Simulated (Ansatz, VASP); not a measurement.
**One calculation of V, two programs**

File INCAR:

```
SYSTEM = V
PREC = Accurate
ENCUT = 500
EDIFF = 1E-6
ISMEAR = 0
SIGMA = 0.1
LREAL = .FALSE.
LASPH = .TRUE.
NELM = 200
ALGO = Normal
ISIF = 2
LWAVE = .FALSE.
LCHARG = .FALSE.
ISPIN = 2
MAGMOM = 2
LORBIT = 11
LMAXMIX = 4
GGA = PE
NBANDS = 16
GGA_COMPAT = .FALSE.
```

Contents of KPOINTS:

```
regular mesh
0
G
  8 8 8
  0 0 0
```

POSCAR

```
V
1.0
   -1.5143500000      1.5143500000      1.5143500000
    1.5143500000     -1.5143500000      1.5143500000
    1.5143500000      1.5143500000     -1.5143500000
V
1
Direct
    0.0000000000      0.0000000000      0.0000000000
```

Input for Ansatz:

```yaml
crystal:
  lattice:
    - [-1.51435, 1.51435, 1.51435]
    - [1.51435, -1.51435, 1.51435]
    - [1.51435, 1.51435, -1.51435]
  atoms:
    - { symbol: V, position: [0.0, 0.0, 0.0], spin: 2.0 }
basis:
  ecutwfc: 420
kpoints:
  mp_grid: { grid: [8, 8, 8] }
hamiltonian:
  xc: pbe
scf:
  occupations: { method: gaussian, width: 0.1 }
  lower_state_search: "off"
output:
  forces: true
  stress: true
  eigenvalues: true
  populations: true
magnetization:
  spin_polarized: true
```

Alike in both runs: task single point; functional PBE; k mesh 8 × 8 × 8; occupations gaussian, width 0.1 eV; collinear spin.

|  | VASP | Ansatz |
| --- | --- | --- |
| version | VASP 6.6.1 | Ansatz 0.2.0 |
| potentials or method | VASP PAW PBE potentials, release 64 (V_sv), cutoff 500 eV | scalar-relativistic, plane waves, PAW |
| valence electrons in the cell | 13 | 13 |

Ansatz gave:

```
gap on the k mesh at the Fermi level (eV) : none
pressure (GPa)                            : -6.5
net moment per atom (μB)                  : 0.00
```

Task: What did VASP give for the same quantities?

Result: gap on the k mesh at the Fermi level (eV): none; pressure (GPa): -6.4; net moment per atom (μB): 0.00.

A gap of «none» marks a metal or a gap that the smearing closes. The functional is the same, so the differences come from potentials, cutoffs and numerics. Ansatz's warnings: seeded moment not kept.

The k mesh is coarse, so the values compare programs but aren't converged.
